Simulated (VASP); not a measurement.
# TiSb2N3 (R-3m) in VASP: further runs

Runs on TiSb2N3. Level: PBE. Tasks: single point.

Everything below comes from runs of VASP 6.6.1. Logs are shortened: lines on timing, memory, paths and dates and some standing lists are left out, and cuts for length are marked.

### 1 The cell of the first run

It takes space group R-3m (No. 166, trigonal). The conventional cell has a = 5.889 Å, b = 5.889 Å, c = 8.711 Å, α = 90.00°, β = 90.00°, γ = 120.00°. Ti (site symmetry -3m) has 6 N at 2.24 Å and 2 Sb at 2.73 Å within 3.0 Å. Sb (site symmetry 3m) has 3 N at 2.12 Å and 1 Ti at 2.73 Å within 2.8 Å. N (site symmetry 2/m) has 2 Sb at 2.12 Å and 2 Ti at 2.24 Å within 2.8 Å.

The cell was built from a structure type or drawn by symmetry, and may not be a known phase.

### 2 Single point, PBE, collinear spin

INCAR

```
  ALGO = Normal
  EDIFF = 1E-6
  ENCUT = 520
  GGA = PE
  ISIF = 2
  ISMEAR = 0
  ISPIN = 2
  LASPH = True
  LCHARG = False
  LMAXMIX = 4
  LORBIT = 11
  LREAL = False
  LWAVE = False
  MAGMOM = 1 0 0 0 0 0
  NBANDS = 32
  NELM = 150
  PREC = Accurate
  SIGMA = 0.15
```

KPOINTS

```
k-points
0
Gamma
  3 3 3
```

POSCAR

```
TiSb2N3
1.0
    2.9444398484      1.6999731391      2.9036833452
   -2.9444398484      1.6999731391      2.9036833452
    0.0000000000     -3.3999462782      2.9036833452
Ti Sb N
1 2 3
Direct
    0.0000000000      0.0000000000      0.0000000000
    0.6870665613      0.6870665613      0.6870665613
    0.3129334387      0.3129334387      0.3129334387
    0.0000000000      0.0000000000      0.5000000000
    0.5000000000      0.0000000000      0.0000000000
    0.0000000000      0.5000000000      0.0000000000
```

Potentials or basis: VASP PAW PBE potentials, release 64 (Ti_sv, Sb, N).

Launch:

```sh
$ cat potpaw_PBE.64/Ti_sv/POTCAR potpaw_PBE.64/Sb/POTCAR potpaw_PBE.64/N/POTCAR > POTCAR
$ mpirun -np 1 vasp_std > vasp.out
```

OUTCAR:

```text
EDIFF = 1E-6
   ENCUT = 520
   GGA = PE
   ISIF = 2
   ISMEAR = 0
   ISPIN = 2
   LASPH = True
   LORBIT = 11
   LREAL = False
   NELM = 150
   PREC = Accurate

 ion  position               nearest neighbor table
   1  0.000  0.000  0.000-   5 2.24   6 2.24   6 2.24   5 2.24   4 2.24   4 2.24   2 2.73   3 2.73

   2  0.687  0.687  0.687-   5 2.12   6 2.12   4 2.12   1 2.73   3 3.26   3 3.42   3 3.42   3 3.42

   3  0.313  0.313  0.313-   5 2.12   6 2.12   4 2.12   1 2.73   2 3.26   2 3.42   2 3.42   2 3.42

   4  0.000  0.000  0.500-   2 2.12   3 2.12   1 2.24   1 2.24
   5  0.500  0.000  0.000-   2 2.12   3 2.12   1 2.24   1 2.24
   6  0.000  0.500  0.000-   2 2.12   3 2.12   1 2.24   1 2.24

  LATTYP: Found a trigonal (rhomboedric) cell.
 ALAT       =     4.4711309155
 COS(alpha) =     0.1326375907

  Lattice vectors:

 A1 = (   2.9444398484,   1.6999731391,   2.9036833452)
 A2 = (  -2.9444398484,   1.6999731391,   2.9036833452)
 A3 = (   0.0000000000,  -3.3999462782,   2.9036833452)

Analysis of symmetry for initial positions (statically):
=====================================================================
 Subroutine PRICEL returns:
 Original cell was already a primitive cell.

 Routine SETGRP: Setting up the symmetry group for a
 trigonal (rhombohedral) supercell.

 Subroutine GETGRP returns: Found 12 space group operations
 (whereof 12 operations were pure point group operations)
 out of a pool of 12 trial point group operations.

The static configuration has the point symmetry D_3d.

Analysis of symmetry for dynamics (positions and initial velocities):
=====================================================================
 Subroutine PRICEL returns:
 Original cell was already a primitive cell.

 Routine SETGRP: Setting up the symmetry group for a
 trigonal (rhombohedral) supercell.

 Subroutine GETGRP returns: Found 12 space group operations
 (whereof 12 operations were pure point group operations)
 out of a pool of 12 trial point group operations.

The dynamic configuration has the point symmetry D_3d.

Analysis of structural, dynamic, and magnetic symmetry:
=====================================================================
 Subroutine PRICEL returns:
 Original cell was already a primitive cell.

 Routine SETGRP: Setting up the symmetry group for a
 trigonal (rhombohedral) supercell.

 Subroutine GETGRP returns: Found 12 space group operations
 (whereof 12 operations were pure point group operations)
 out of a pool of 12 trial point group operations.

The overall configuration has the point symmetry D_3d.

 Subroutine INISYM returns: Found 12 space group operations
 (whereof 12 operations are pure point group operations),
 and found     1 'primitive' translations

----------------------------------------------------------------------------------------

                                     Primitive cell

  volume of cell :      87.2058

  direct lattice vectors                    reciprocal lattice vectors
     2.944439848  1.699973139  2.903683345     0.169811586  0.098040765  0.114796723
    -2.944439848  1.699973139  2.903683345    -0.169811586  0.098040765  0.114796723
     0.000000000 -3.399946278  2.903683345     0.000000000 -0.196081530  0.114796723

  length of vectors
     4.471130916  4.471130916  4.471130916     0.227214115  0.227214115  0.227214115

  position of ions in fractional coordinates (direct lattice)
     0.000000000  0.000000000  0.000000000
     0.687066561  0.687066561  0.687066561
     0.312933439  0.312933439  0.312933439
     0.000000000  0.000000000  0.500000000
     0.500000000  1.000000000  0.000000000
     1.000000000  0.500000000  0.000000000

  ion indices of the primitive-cell ions
   primitive index   ion index
                 1           1
                 2           2
                 3           3
                 4           4
                 5           5
                 6           6

----------------------------------------------------------------------------------------

 KPOINTS: k-points

Automatic generation of k-mesh.
[... 27 lines left out ...]
  0.333333  0.333333  0.333333      2.000000
 -0.333333  0.333333  0.333333      6.000000
   k-points           NKPTS =      6   k-points in BZ     NKDIM =      6   number of bands    NBANDS=     32
   number of dos      NEDOS =    301   number of ions     NIONS =      6
   total plane-waves  NPLWV =  46656
   dimension x,y,z NGX =    36 NGY =   36 NGZ =   36
   dimension x,y,z NGXF=    72 NGYF=   72 NGZF=   72
   ions per type =               1   2   3
   NGX,Y,Z   is equivalent  to a cutoff of  13.39, 13.39, 13.39 a.u.
   NGXF,Y,Z  is equivalent  to a cutoff of  26.77, 26.77, 26.77 a.u.
 SYSTEM =  unknown system
   PREC   = accura    normal or accurate (medium, high low for compatibility)
   ISTART =      0    job   : 0-new  1-cont  2-samecut
   ICHARG =      2    charge: 1-file 2-atom 10-const
   ISPIN  =      2    spin polarized calculation?
   LNONCOLLINEAR =      F non collinear calculations
   LSORBIT =      F    spin-orbit coupling
   LASPH  =      T    aspherical Exc in radial PAW
   ENCUT  =  520.0 eV  38.22 Ry    6.18 a.u.   8.31  8.31  8.31*2*pi/ulx,y,z
   NELM   =    150;   NELMIN=  2; NELMDL= -5     # of ELM steps
   EDIFF  = 0.1E-05   stopping-criterion for ELM
   LREAL  =      F    real-space projection
   EDIFFG = 0.1E-04   stopping-criterion for IOM
   NSW    =      0    number of steps for IOM
   IBRION =     -1    ionic relax: 0-MD 1-quasi-New 2-CG
   NFREE  =      0    steps in history (QN), initial steepest desc. (CG)
   ISIF   =      2    stress and relaxation
   ISYM   =      2    0-nonsym 1-usesym 2-fastsym
   POTIM  = 0.5000    time-step for ionic-motion
   TEBEG  =    0.0;   TEEND  =   0.0 temperature during run
   PSTRESS=    0.0 pullay stress
   NELECT =      37.0000    total number of electrons
   NUPDOWN=      -1.0000    fix difference up-down
   EMIN   =  10.00;   EMAX   =-10.00  energy-range for DOS
   EFERMI =   0.00;   METHOD = LEGACY
   ISMEAR =     0;   SIGMA  =   0.15  broadening in eV -4-tet -1-fermi 0-gaus
   EFERMI_NEDOS =   21; number of points for ismear=-14 and -15
   IALGO  =     38    algorithm
   IMIX   =      4    mixing-type and parameters
     AMIX     =   0.40;   BMIX     =  1.00
     AMIX_MAG =   1.60;   BMIX_MAG =  1.00
  volume/ion in A,a.u.               =      14.53        98.08
  Fermi-wavevector in a.u.,A,eV,Ry     =   1.230156  2.324658 20.589488  1.513285
  Thomas-Fermi vector in A             =   2.365016
   LORBIT       =     11    0 simple, 1 ext, 2 COOP (PROOUT), +10 PAW based schemes
   GGA     = PE    functional components
   LHFCALC =     F    Hartree Fock is set to
   AEXX    =    0.0000 exact exchange contribution
   IVDW    =     0    specifies the selected vdW correction
   LEPSILON=     F    determine dielectric tensor
   LRPA    =     F    only Hartree local field effects (RPA)
 spin polarized calculation
 Gauss-broadening in eV      SIGMA  =   0.15
  energy-cutoff  :      520.00
  volume of cell :       87.21
 maximum number of plane-waves:      2357
 NGX is ok and might be reduce to    36
   NGX = 17   NGY = 17   NGZ = 17

 number of electron      36.9999998 magnetization       0.0516937

 number of electron      36.9999998 magnetization      -0.0116084

 Free energy of the ion-electron system (eV)
  ---------------------------------------------------
  ext. energy  EPLUGINS =         0.00000000
  ---------------------------------------------------
  free energy    TOTEN  =       -39.99904331 eV

  energy without entropy =      -39.97103791  energy(sigma->0) =      -39.98504061

 E-fermi :   9.1216     XC(G=0): -11.0500

 val. band max:        9.0910643857   @ k =   0.3333   0.3333  -0.0000
 cond. band min:       9.2529286986   @ k =   0.3333   0.0000  -0.0000
 fundamental gap:      0.1618643129
 Fermi energy:         9.1215884778

 spin component 1

 k-point     1 :       0.0000    0.0000    0.0000
  band No.  band energies     occupation
      1     -49.1816      1.00000
      2     -25.4676      1.00000
      3     -25.4676      1.00000
      4     -25.3413      1.00000
      5      -8.2885      1.00000
      6      -5.4965      1.00000
[... 187 lines left out ...]
     29      15.9980      0.00000
     30      16.9727      0.00000
 Fermi energy:         9.1215884778

 spin component 2

 k-point     1 :       0.0000    0.0000    0.0000
  band No.  band energies     occupation
      1     -49.1900      1.00000
      2     -25.4739      1.00000
      3     -25.4739      1.00000
      4     -25.3538      1.00000
      5      -8.2891      1.00000
      6      -5.4967      1.00000
[... 187 lines left out ...]
     29      15.9953      0.00000
     30      16.9714      0.00000
 [bands above 30 left out]

------------------------ aborting loop because EDIFF is reached ----------------------------------------

  FORCE on cell =-STRESS in cart. coord.  units (eV):
  Direction    XX          YY          ZZ          XY          YZ          ZX
  --------------------------------------------------------------------------------------
  -------------------------------------------------------------------------------------
  Total        0.1773000      0.1773000     -0.0786718      0.0000000      0.0000000     -0.0000000
  in kB        3.2574231      3.2574231     -1.4453880      0.0000000      0.0000000     -0.0000000
  external PRESSURE =       1.6898194 kB  Pullay stress =       0.0000000 kB

 VOLUME and BASIS-vectors are now :
 -----------------------------------------------------------------------------
  energy-cutoff  :      520.00
  volume of cell :       87.21
      direct lattice vectors                 reciprocal lattice vectors
     2.944439848  1.699973139  2.903683345     0.169811586  0.098040765  0.114796723
    -2.944439848  1.699973139  2.903683345    -0.169811586  0.098040765  0.114796723
     0.000000000 -3.399946278  2.903683345     0.000000000 -0.196081530  0.114796723

 POSITION                                       TOTAL-FORCE (eV/Angst)
 -----------------------------------------------------------------------------------
      0.00000      0.00000      0.00000         0.000000      0.000000      0.000000
      0.00000      0.00000      5.98507         0.000000      0.000000     -0.100467
      0.00000      0.00000      2.72598         0.000000     -0.000000      0.100467
      0.00000     -1.69997      1.45184         0.000000      0.000000     -0.000000
      1.47222      0.84999      1.45184         0.000000      0.000000     -0.000000
     -1.47222      0.84999      1.45184        -0.000000      0.000000      0.000000
 -----------------------------------------------------------------------------------
    total drift:                                0.000000      0.000000     -0.000000

  FREE ENERGIE OF THE ION-ELECTRON SYSTEM (eV)
  ---------------------------------------------------
  free  energy   TOTEN  =       -39.9990433122 eV

  energy  without entropy=      -39.9710379132  energy(sigma->0) =      -39.98504061

 total charge

# of ion       s       p       d       tot
------------------------------------------
    1        2.162   6.164   1.802  10.128
    2        1.243   0.993   0.113   2.349
    3        1.243   0.993   0.113   2.349
    4        1.265   2.401   0.000   3.665
    5        1.265   2.401   0.000   3.665
    6        1.265   2.401   0.000   3.665
--------------------------------------------------
tot          8.441  15.351   2.028  25.821

 magnetization (x)

# of ion       s       p       d       tot
------------------------------------------
    1       -0.000  -0.000  -0.009  -0.009
    2       -0.000  -0.000  -0.000  -0.001
    3       -0.000  -0.000  -0.000  -0.001
    4       -0.000  -0.000   0.000  -0.000
    5       -0.000  -0.000   0.000  -0.000
    6       -0.000  -0.000   0.000  -0.000
--------------------------------------------------
tot         -0.000  -0.001  -0.009  -0.011
```

Run time: 27 s. Hardware: 1 thread of Intel Xeon 6975P-C (Granite Rapids), shared host; peak memory 0.24 GiB.

What came out:

```
Free energy                                           : -39.9990 eV
Pressure                                              : 0.2 GPa
Largest force                                         : 0.100 eV/Å
Net moment                                            : -0.01 μB per cell
Valence electrons inside the program's atomic spheres : Ti 10.13; Sb 2.35; N 3.67
```

Forces in eV/Å, atoms in the order of the input:
```
Ti   0.000  0.000  0.000
Sb   0.000  0.000 -0.100
Sb   0.000  0.000  0.100
N    0.000  0.000  0.000
N    0.000  0.000  0.000
N    0.000  0.000  0.000
```

Caveat: the k points lie up to 0.48 Å⁻¹ apart; spin-orbit coupling is left out, which moves the levels of the heavy elements.

(Part 1 of 2 ends here.)
